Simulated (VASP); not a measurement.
# BAs (F-43m) in VASP: a series of runs, part 2 of 2

VASP 6.6.1. The steps go on from the part before.

## 4. Electric field gradients, LDA (14.17 Å³/atom)

This run uses another cell than the first one, of 14.17 Å³/atom.

The input, INCAR:

```
SYSTEM = BAs
ALGO = Normal
EDIFF = 1E-8
ENCUT = 520
ISIF = 2
ISMEAR = -1
LASPH = .True.
LCHARG = .False.
LEFG = .True.
LREAL = .False.
LWAVE = .False.
NBANDS = 11
NELM = 60
PREC = Accurate
SIGMA = 0.03
```

The input, KPOINTS:

```
k-points
0
Gamma
  15 15 15
  0 0 0
```

The input, POSCAR:

```
BAs
1.0
    0.0000000000      2.4199312360      2.4199312360
    2.4199312360      0.0000000000      2.4199312360
    2.4199312360      2.4199312360      0.0000000000
B As
1 1
Direct
    0.0000000000      0.0000000000      0.0000000000
    0.7500000000      0.7500000000      0.7500000000
```

Potentials or basis: VASP PAW LDA potentials, release 64 (B, As).

Launch:

```bash
> cat potpaw_LDA.64/B/POTCAR potpaw_LDA.64/As/POTCAR > POTCAR
> mpirun -np 1 vasp_std > vasp.out
```

OUTCAR:

```text
SYSTEM = BAs
   EDIFF = 1E-8
   ENCUT = 520
   ISIF = 2
   ISMEAR = -1
   LASPH = .True.
   LREAL = .False.
   NELM = 60
   PREC = Accurate

 ion  position               nearest neighbor table
   1  0.000  0.000  0.000-   2 2.10   2 2.10   2 2.10   2 2.10
   2  0.750  0.750  0.750-   1 2.10   1 2.10   1 2.10   1 2.10

  LATTYP: Found a face centered cubic cell.
 ALAT       =     4.8398624720

  Lattice vectors:

 A1 = (   0.0000000000,   2.4199312360,   2.4199312360)
 A2 = (   2.4199312360,   0.0000000000,   2.4199312360)
 A3 = (   2.4199312360,   2.4199312360,   0.0000000000)

Analysis of symmetry for initial positions (statically):
=====================================================================
 Subroutine PRICEL returns:
 Original cell was already a primitive cell.

 Routine SETGRP: Setting up the symmetry group for a
 face centered cubic supercell.

[... 524 lines left out ...]
  volume of cell :       28.34
      direct lattice vectors                 reciprocal lattice vectors
     0.000000000  2.419931236  2.419931236    -0.206617441  0.206617441  0.206617441
     2.419931236  0.000000000  2.419931236     0.206617441 -0.206617441  0.206617441
     2.419931236  2.419931236  0.000000000     0.206617441  0.206617441 -0.206617441

 POSITION                                       TOTAL-FORCE (eV/Angst)
 -----------------------------------------------------------------------------------
      0.00000      0.00000      0.00000         0.000000      0.000000      0.000000
      3.62990      3.62990      3.62990        -0.000000     -0.000000     -0.000000
 -----------------------------------------------------------------------------------
    total drift:                                0.000000      0.000000      0.000000

  FREE ENERGIE OF THE ION-ELECTRON SYSTEM (eV)
  ---------------------------------------------------
  free  energy   TOTEN  =       -12.8834340041 eV

  energy  without entropy=      -12.8834340041  energy(sigma->0) =      -12.88343400

 Electric field gradients (V/A^2)
---------------------------------------------------------------------
 ion       V_xx      V_yy      V_zz      V_xy      V_xz      V_yz
---------------------------------------------------------------------
   1      -0.000     0.000     0.000    -0.000    -0.000    -0.000
   2      -0.000    -0.000     0.000     0.000     0.000     0.000
---------------------------------------------------------------------

 Electric field gradients after diagonalization (V/A^2)
 (convention: |V_zz| > |V_xx| > |V_yy|)
----------------------------------------------------------------------
 ion       V_xx      V_yy      V_zz     asymmetry (V_yy - V_xx)/ V_zz
----------------------------------------------------------------------
   1       0.000     0.000    -0.000       0.000
   2      -0.000    -0.000     0.000       0.000
----------------------------------------------------------------------

           NMR quadrupolar parameters

 Cq : quadrupolar parameter    Cq=e*Q*V_zz/h
 eta: asymmetry parameters     (V_yy - V_xx)/ V_zz
 Q  : nuclear electric quadrupole moment in mb (millibarn)
----------------------------------------------------------------------
 ion       Cq(MHz)       eta       Q (mb)
----------------------------------------------------------------------
   1      -0.000       0.000       1.000
   2       0.000       0.000       1.000
----------------------------------------------------------------------
```

OSZICAR:

```text
N       E                     dE             d eps       ncg     rms          rms(c)
DAV:   1     0.107591128488E+02    0.10759E+02   -0.37371E+03  2640   0.638E+02
DAV:   2    -0.127996717841E+02   -0.23559E+02   -0.22575E+02  3663   0.104E+02
DAV:   3    -0.135243614524E+02   -0.72469E+00   -0.72314E+00  3270   0.170E+01
DAV:   4    -0.135265509711E+02   -0.21895E-02   -0.21894E-02  2902   0.107E+00
DAV:   5    -0.135265549120E+02   -0.39409E-05   -0.39409E-05  3189   0.481E-02    0.473E+00
DAV:   6    -0.129654562500E+02    0.56110E+00   -0.15561E+00  2817   0.488E+00    0.224E+00
DAV:   7    -0.128959321717E+02    0.69524E-01   -0.16258E-01  3098   0.203E+00    0.868E-01
DAV:   8    -0.128834040285E+02    0.12528E-01   -0.21926E-02  3018   0.771E-01    0.935E-02
DAV:   9    -0.128834254041E+02   -0.21376E-04   -0.76505E-04  2951   0.165E-01    0.523E-02
DAV:  10    -0.128834327107E+02   -0.73066E-05   -0.76897E-05  2814   0.498E-02    0.119E-02
DAV:  11    -0.128834341305E+02   -0.14198E-05   -0.15577E-06  3191   0.814E-03    0.106E-02
DAV:  12    -0.128834340036E+02    0.12697E-06   -0.82360E-07  2862   0.373E-03    0.295E-03
DAV:  13    -0.128834340041E+02   -0.55149E-09   -0.34261E-08  3107   0.120E-03
   1 F= -.12883434E+02 E0= -.12883434E+02  d E =-.155212E-10
```

Wall time 21 s (1 thread of Intel Xeon Platinum 8488C (Sapphire Rapids), shared host); peak memory 0.17 GiB.

What came out:

```yaml
Free_energy: -12.8834 eV
Pressure: -7.9 GPa
Band_gap_on_the_k_mesh: 1.16 eV (least direct gap 3.20 eV)
Largest_electric_field_gradient_by_atom: zero within the noise of the run
```

Caveat: the cell stands under tension; an odd mesh through Γ misses points on the zone boundary, where band edges can lie.

## 5. Electric field gradients, LDA (14.44 Å³/atom)

This run uses another cell than the first one, of 14.44 Å³/atom.

The input, INCAR:

```
SYSTEM = BAs
  ALGO = Normal
  EDIFF = 1E-8
  ENCUT = 520
  ISIF = 2
  ISMEAR = -1
  LASPH = .True.
  LCHARG = .False.
  LEFG = .True.
  LREAL = .False.
  LWAVE = .False.
  NBANDS = 11
  NELM = 100
  PREC = Accurate
  SIGMA = 0.03
```

KPOINTS is that of step 4.

The input, POSCAR:

```
BAs
1.0
    0.0000000000      2.4353452264      2.4353452264
    2.4353452264      0.0000000000      2.4353452264
    2.4353452264      2.4353452264      0.0000000000
B As
1 1
Direct
    0.0000000000      0.0000000000      0.0000000000
    0.7500000000      0.7500000000      0.7500000000
```

Potentials or basis: VASP PAW LDA potentials, release 64 (B, As).

Launch:

```bash
> cat potpaw_LDA.64/B/POTCAR potpaw_LDA.64/As/POTCAR > POTCAR
> mpirun -np 1 vasp_std > vasp.out
```

OUTCAR:

```text
SYSTEM = BAs
   EDIFF = 1E-8
   ENCUT = 520
   ISIF = 2
   ISMEAR = -1
   LASPH = .True.
   LREAL = .False.
   NELM = 100
   PREC = Accurate

 ion  position               nearest neighbor table
   1  0.000  0.000  0.000-   2 2.11   2 2.11   2 2.11   2 2.11
   2  0.750  0.750  0.750-   1 2.11   1 2.11   1 2.11   1 2.11

  LATTYP: Found a face centered cubic cell.
 ALAT       =     4.8706904528

  Lattice vectors:

 A1 = (   0.0000000000,   2.4353452264,   2.4353452264)
 A2 = (   2.4353452264,   0.0000000000,   2.4353452264)
 A3 = (   2.4353452264,   2.4353452264,   0.0000000000)
[... 548 lines left out ...]
  free  energy   TOTEN  =       -12.8529301808 eV

  energy  without entropy=      -12.8529301808  energy(sigma->0) =      -12.85293018

 Electric field gradients (V/A^2)
---------------------------------------------------------------------
 ion       V_xx      V_yy      V_zz      V_xy      V_xz      V_yz
---------------------------------------------------------------------
   1      -0.000     0.000    -0.000    -0.000    -0.000    -0.000
   2      -0.000     0.000     0.000     0.000     0.000     0.000
---------------------------------------------------------------------

 Electric field gradients after diagonalization (V/A^2)
 (convention: |V_zz| > |V_xx| > |V_yy|)
----------------------------------------------------------------------
 ion       V_xx      V_yy      V_zz     asymmetry (V_yy - V_xx)/ V_zz
----------------------------------------------------------------------
   1       0.000     0.000    -0.000       0.000
   2      -0.000    -0.000     0.000       0.000
----------------------------------------------------------------------

           NMR quadrupolar parameters

 Cq : quadrupolar parameter    Cq=e*Q*V_zz/h
 eta: asymmetry parameters     (V_yy - V_xx)/ V_zz
 Q  : nuclear electric quadrupole moment in mb (millibarn)
----------------------------------------------------------------------
 ion       Cq(MHz)       eta       Q (mb)
----------------------------------------------------------------------
   1      -0.000       0.000       1.000
   2       0.000       0.000       1.000
----------------------------------------------------------------------
```

stdout:

```text
POSCAR found type information on POSCAR B As
 POSCAR found :  2 types and       2 ions
 scaLAPACK will be used
 LDA part: xc-table for (Slater(with rela. corr.)+CA(PZ))
 , standard interpolation
 POSCAR, INCAR and KPOINTS ok, starting setup
 FFT: planning ... GRIDC
 FFT: planning ... GRID_SOFT
 FFT: planning ... GRID
 WAVECAR not read
 entering main loop
ion   1

ion   2
```

It took 20 s on 1 thread of Intel Xeon Platinum 8488C (Sapphire Rapids), shared host; peak memory 0.17 GiB.

What came out:

```yaml
Free_energy: -12.8529 eV
Pressure: -10.0 GPa
Band_gap_on_the_k_mesh: 1.17 eV (least direct gap 3.18 eV)
Largest_electric_field_gradient_by_atom: zero within the noise of the run
```

Levels at points of the mesh, in eV from the valence-band top:
```csv
k point,band 1,band 2,band 3,band 4,band 5,band 6,band 7,band 8,band 9
"(0.00, 0.00, 0.00)",-14.86,0.00,0.00,0.00,3.18,3.18,3.18,3.96,9.07
```

Caveat: the cell stands under tension; an odd mesh through Γ misses points on the zone boundary, where band edges can lie.

## 6. The runs side by side

```tsv
cell	gap on the mesh (eV)	pressure (GPa)
a = 3.309 Å, angles 60.0°, 2 atoms	1.07	6.4
a = 3.422 Å, angles 60.0°, 2 atoms	1.16	-7.9
a = 3.444 Å, angles 60.0°, 2 atoms	1.17	-10.0
```

Alike in all rows: task electric field gradients; level LDA; potentials or basis VASP PAW LDA potentials, release 64 (B, As); no spin polarisation; k mesh 15 × 15 × 15; cutoff (eV) 520; smearing fermi-dirac 0.03 eV.

Caveats: an odd mesh through Γ misses points on the zone boundary, where band edges can lie; the cell stands under tension (at least some runs); the cell stands under pressure (at least some runs).

Total energies depend on the potentials used, so only differences within one code and one set of settings carry meaning.
